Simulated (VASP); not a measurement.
# CoPdO2 (R-3m) in VASP: single point with PBE+U

Aim: the single point of CoPdO2 with PBE+U.

Program: VASP 6.6.1. These are calculated values, not measurements. Logs are shortened: lines on timing, memory, paths and dates and some standing lists are left out, and cuts for length are marked.

## Step 1: The cell of the first run

Symmetry: R-3m, No. 166, trigonal system. Conventional cell: a = 2.866 Å, b = 2.866 Å, c = 17.833 Å, α = 90.00°, β = 90.00°, γ = 120.00°. Within 2.5 Å of Co (site symmetry -3m) lie 6 O at 1.92 Å. Within 2.7 Å of Pd (site symmetry -3m) lie 2 O at 2.00 Å. O (site symmetry 3m) has 3 Co at 1.92 Å and 1 Pd at 2.00 Å and 3 O at 2.55 Å within 2.6 Å.

## Step 2: Single point, PBE+U

The input, INCAR:

```
SYSTEM = CoPdO2
  PREC = Accurate
  ENCUT = 520
  EDIFF = 1E-6
  ISMEAR = 0
  SIGMA = 0.1
  LREAL = .False.
  LASPH = .True.
  NELM = 150
  ALGO = Normal
  ISIF = 2
  LWAVE = .False.
  LCHARG = .False.
  LMAXMIX = 4
  LDAU = .True.
  LDAUTYPE = 2
  LDAUL = 2 -1 -1
  LDAUU = 3.32 0 0
  LDAUJ = 0 0 0
  LDAUPRINT = 1
  GGA = PE
  NBANDS = 24
  ISYM = 0
```

The input, KPOINTS:

```
Automatic mesh
0
Gamma
  12 12 6
  0 0 0
```

The input, POSCAR:

```
CoPdO2
1.0
    2.8661014866      0.0000000000      0.0000000000
   -1.4330507433      2.4821166973      0.0000000000
    1.4330507433      0.8273722324      5.9444221745
Co Pd O
1 1 2
Direct
    0.0000000000      0.5000000000      0.5000000000
    0.0000000000      0.0000000000      0.0000000000
    0.2245825276      0.1122912638      0.6631262086
    0.7754174724      0.8877087362      0.3368737914
```

Potentials or basis: VASP PAW PBE potentials, release 64 (Co, Pd, O).

Command:

```console
cat potpaw_PBE.64/Co/POTCAR potpaw_PBE.64/Pd/POTCAR potpaw_PBE.64/O/POTCAR > POTCAR
mpirun -np 1 vasp_std > vasp.out
```

OUTCAR:

```text
SYSTEM = CoPdO2
   PREC = Accurate
   ENCUT = 520
   EDIFF = 1E-6
   ISMEAR = 0
   LREAL = .False.
   LASPH = .True.
   NELM = 150
   ISIF = 2
   GGA = PE
   ISYM = 0

 ion  position               nearest neighbor table
   1  0.000  0.500  0.500-   3 1.92   4 1.92   4 1.92   3 1.92   4 1.92   3 1.92
   2  0.000  0.000  0.000-   3 2.00   4 2.00
   3  0.225  0.112  0.663-   1 1.92   1 1.92   1 1.92   2 2.00
   4  0.775  0.888  0.337-   1 1.92   1 1.92   1 1.92   2 2.00

IMPORTANT INFORMATION: All symmetrisations will be switched off!
NOSYMM: (Re-)initialisation of all symmetry stuff for point group C_1.

----------------------------------------------------------------------------------------

                                     Primitive cell

  volume of cell :      42.2886

  direct lattice vectors                    reciprocal lattice vectors
     2.866101487  0.000000000  0.000000000     0.348905998  0.201440972 -0.112149953
    -1.433050743  2.482116697  0.000000000     0.000000000  0.402881944 -0.056074976
     1.433050743  0.827372232  5.944422174     0.000000000  0.000000000  0.168224929

  length of vectors
     2.866101487  2.866101487  6.170440360     0.418200278  0.406765613  0.168224929

  position of ions in fractional coordinates (direct lattice)
     0.000000000  0.500000000  0.500000000
     0.000000000  0.000000000  0.000000000
     0.224582528  0.112291264  0.663126209
     0.775417472  0.887708736  0.336873791

  ion indices of the primitive-cell ions
   primitive index   ion index
                 1           1
                 2           2
                 3           3
                 4           4

----------------------------------------------------------------------------------------

 KPOINTS: Automatic mesh

Automatic generation of k-mesh.
 Grid dimensions read from file:
 generate k-points for:   12   12    6

 Generating k-lattice:

  Cartesian coordinates                     Fractional coordinates (reciprocal lattice)
     0.029075500  0.016786748 -0.009345829     0.083333333 -0.000000000  0.000000000
[... 125 lines left out ...]

 onsite density matrix

spin component  1

  0.7723 -0.0000 -0.0000  0.2695  0.0000
 -0.0000  0.5847  0.0000  0.0000  0.2695
 -0.0000  0.0000  0.9663  0.0000 -0.0000
  0.2695  0.0000  0.0000  0.5847 -0.0000
  0.0000  0.2695 -0.0000 -0.0000  0.7723

spin component  2

  0.7723 -0.0000 -0.0000  0.2695  0.0000
 -0.0000  0.5847  0.0000  0.0000  0.2695
 -0.0000  0.0000  0.9663  0.0000 -0.0000
  0.2695  0.0000  0.0000  0.5847 -0.0000
  0.0000  0.2695 -0.0000 -0.0000  0.7723

 occupancies and eigenvectors

  o =  0.3931  v =  0.2740  0.7182  0.0000 -0.3855 -0.5104  0.0000  0.0000  0.0000  0.0000  0.0000      0.0000  0.0000  0.0000  0.0000  0.0000  0.0000  0.0000  0.0000  0.0000  0.0000
  o =  0.3931  v =  0.0000  0.0000  0.0000  0.0000  0.0000  0.2740  0.7182  0.0000 -0.3855 -0.5104      0.0000  0.0000  0.0000  0.0000  0.0000  0.0000  0.0000  0.0000  0.0000  0.0000
  o =  0.3931  v = -0.5104  0.3855 -0.0000  0.7182 -0.2740  0.0000  0.0000  0.0000  0.0000  0.0000      0.0000  0.0000  0.0000  0.0000  0.0000  0.0000  0.0000  0.0000  0.0000  0.0000
  o =  0.3931  v =  0.0000  0.0000  0.0000  0.0000  0.0000 -0.5104  0.3855 -0.0000  0.7182 -0.2740      0.0000  0.0000  0.0000  0.0000  0.0000  0.0000  0.0000  0.0000  0.0000  0.0000
  o =  0.9638  v =  0.0000  0.0000  0.0000  0.0000  0.0000 -0.4760  0.4703  0.0000 -0.3383  0.6617      0.0000  0.0000  0.0000  0.0000  0.0000  0.0000  0.0000  0.0000  0.0000  0.0000
  o =  0.9638  v = -0.4760  0.4703  0.0000 -0.3383  0.6617  0.0000  0.0000  0.0000  0.0000  0.0000      0.0000  0.0000  0.0000  0.0000  0.0000  0.0000  0.0000  0.0000  0.0000  0.0000
  o =  0.9638  v = -0.6617 -0.3383  0.0002 -0.4703 -0.4760  0.0000  0.0000  0.0000  0.0000  0.0000      0.0000  0.0000  0.0000  0.0000  0.0000  0.0000  0.0000  0.0000  0.0000  0.0000
  o =  0.9638  v =  0.0000  0.0000  0.0000  0.0000  0.0000 -0.6617 -0.3383  0.0002 -0.4703 -0.4760      0.0000  0.0000  0.0000  0.0000  0.0000  0.0000  0.0000  0.0000  0.0000  0.0000
  o =  0.9663  v = -0.0001 -0.0001 -1.0000 -0.0001 -0.0001  0.0000  0.0000  0.0000  0.0000  0.0000      0.0000  0.0000  0.0000  0.0000  0.0000  0.0000  0.0000  0.0000  0.0000  0.0000
  o =  0.9663  v =  0.0000  0.0000  0.0000  0.0000  0.0000 -0.0001 -0.0001 -1.0000 -0.0001 -0.0001      0.0000  0.0000  0.0000  0.0000  0.0000  0.0000  0.0000  0.0000  0.0000  0.0000

 number of electron      31.0000000 magnetization

 Free energy of the ion-electron system (eV)
  ---------------------------------------------------
  ext. energy  EPLUGINS =         0.00000000
  ---------------------------------------------------
  free energy    TOTEN  =       -23.51400083 eV

  energy without entropy =      -23.50595210  energy(sigma->0) =      -23.50997646

 E-fermi :   7.4322     XC(G=0): -12.3010

 val. band max:        7.4284023437   @ k =   0.0833   0.3333   0.5000
 cond. band min:       7.4459663060   @ k =  -0.4167   0.1667  -0.0000
 fundamental gap:      0.0175639622
 Fermi energy:         7.4322458309

 k-point     1 :       0.0000    0.0000    0.0000
  band No.  band energies     occupation
      1     -13.1850      2.00000
      2     -11.3726      2.00000
      3      -1.0402      2.00000
      4       1.6058      2.00000
      5       1.6058      2.00000
      6       2.4243      2.00000
[... 637 lines left out ...]
     23      20.3666      0.00000
     24      20.9356      0.00000

 [... further k-points ...]
[... 5 lines left out ...]
  --------------------------------------------------------------------------------------
  -------------------------------------------------------------------------------------
  Total       -0.3586996     -0.3586507     -0.0770609     -0.0000595      0.0000298      0.0000487
  in kB      -13.5899581    -13.5881055     -2.9195868     -0.0022525      0.0011281      0.0018438
  external PRESSURE =     -10.0325501 kB  Pullay stress =       0.0000000 kB

 VOLUME and BASIS-vectors are now :
 -----------------------------------------------------------------------------
  energy-cutoff  :      520.00
  volume of cell :       42.29
      direct lattice vectors                 reciprocal lattice vectors
     2.866101487  0.000000000  0.000000000     0.348905998  0.201440972 -0.112149953
    -1.433050743  2.482116697  0.000000000     0.000000000  0.402881944 -0.056074976
     1.433050743  0.827372232  5.944422174     0.000000000  0.000000000  0.168224929

 POSITION                                       TOTAL-FORCE (eV/Angst)
 -----------------------------------------------------------------------------------
      0.00000      1.65474      2.97221        -0.000000     -0.000000      0.000058
      0.00000      0.00000      0.00000         0.000000     -0.000000      0.000020
      1.43305      0.82737      3.94190         0.000030      0.000018     -0.084451
      1.43305      2.48212      2.00252        -0.000030     -0.000018      0.084373
 -----------------------------------------------------------------------------------
    total drift:                                0.000001     -0.000000     -0.000273

  FREE ENERGIE OF THE ION-ELECTRON SYSTEM (eV)
  ---------------------------------------------------
  free  energy   TOTEN  =       -23.5140008277 eV

  energy  without entropy=      -23.5059520973  energy(sigma->0) =      -23.50997646
```

Wall time 4.6 min (1 thread of Intel Xeon Platinum 8488C (Sapphire Rapids), shared host); peak memory 0.54 GiB.

What came out:

| Item | Value |
| --- | --- |
| Free energy | -23.5140 eV |
| Pressure | -1.0 GPa |
| Largest force | 0.084 eV/Å |
| Band gap on the k mesh | zero (an odd number of electrons rules out a gap without spin polarisation) |

Forces in eV/Å, atoms in the order of the input:
```
Co   0.000  0.000  0.000
Pd   0.000  0.000  0.000
O    0.000  0.000 -0.084
O    0.000  0.000  0.084
```

Stress tensor (GPa, compression positive):
```
-1.36  0.00  0.00
 0.00 -1.36  0.00
 0.00  0.00 -0.29
```

Eigenvalues of the final occupation matrices:
| site | spin | trace | eigenvalues |
| --- | --- | --- | --- |
| site 1 d | 1 | 3.68 | 0.39 0.39 0.96 0.96 0.97 |
| site 1 d | 2 | 3.68 | 0.39 0.39 0.96 0.96 0.97 |

Caveat: an odd number of electrons without spin polarisation forces a metal; a magnetic or distorted state may lie lower; the run has no spin polarisation, though such a crystal can be magnetic; U without spin polarisation on a metal has little footing. Spin polarisation is off, so any magnetic state and its effect on volume and gap are missing.
